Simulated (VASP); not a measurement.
WS:

```
W S
1.0
     0.00000    2.53564    2.53564
     2.53564    0.00000    2.53564
     2.53564    2.53564    0.00000
W S
1 1
Direct
  0.00000 0.00000 0.00000
  0.25000 0.25000 0.25000
```

```yaml
Program: VASP 6.6.1
Task: relaxation of cell and atoms
Functional: PBE
Potentials_or_basis: VASP PAW PBE potentials, release 64 (W_sv, S)
Cutoff: 600 eV
k_mesh: 6 × 6 × 6
Occupations: gaussian, width 0.1 eV
Spin: collinear spin
Starting_moments: "[0.86, 0.0] μB"
Hubbard_terms: W d U = 6.2 eV
```

At the start: pressure 50.0 GPa; volume 16.30 Å³/atom.

Q: How do energy, volume and symmetry change on relaxing?

A: Over 5 steps the energy falls by 570.6 meV/atom and the volume is 20.86 Å³/atom (+27.9 %); space group F-43m (No. 216, to 0.1 Å) before and after; moment 1.45 μB per cell.

Step by step:
| step | energy change (eV) | largest force (eV/Å) | pressure (GPa) | volume (Å³) |
| --- | --- | --- | --- | --- |
| 1 | 0.0000 | 0.0000 | 50.02 | 32.61 |
| 2 | -0.5705 | 0.0000 | -8.73 | 63.01 |
| 3 | -1.0598 | 0.0000 | -7.37 | 45.04 |
| 4 | -1.1334 | 0.0000 | -2.56 | 42.75 |
| 5 | -1.1413 | 0.0000 | 0.14 | 41.71 |

Final structure:
```
CELL_PARAMETERS angstrom
0.00000 2.75267 2.75267
2.75267 0.00000 2.75267
2.75267 2.75267 0.00000
ATOMIC_POSITIONS crystal
W 0.00000 0.00000 0.00000
S 0.25000 0.25000 0.25000
```

Caveat: the electronic state changed during the relaxation; the volume moved by over 15 % at a fixed basis, so the end points are rough.
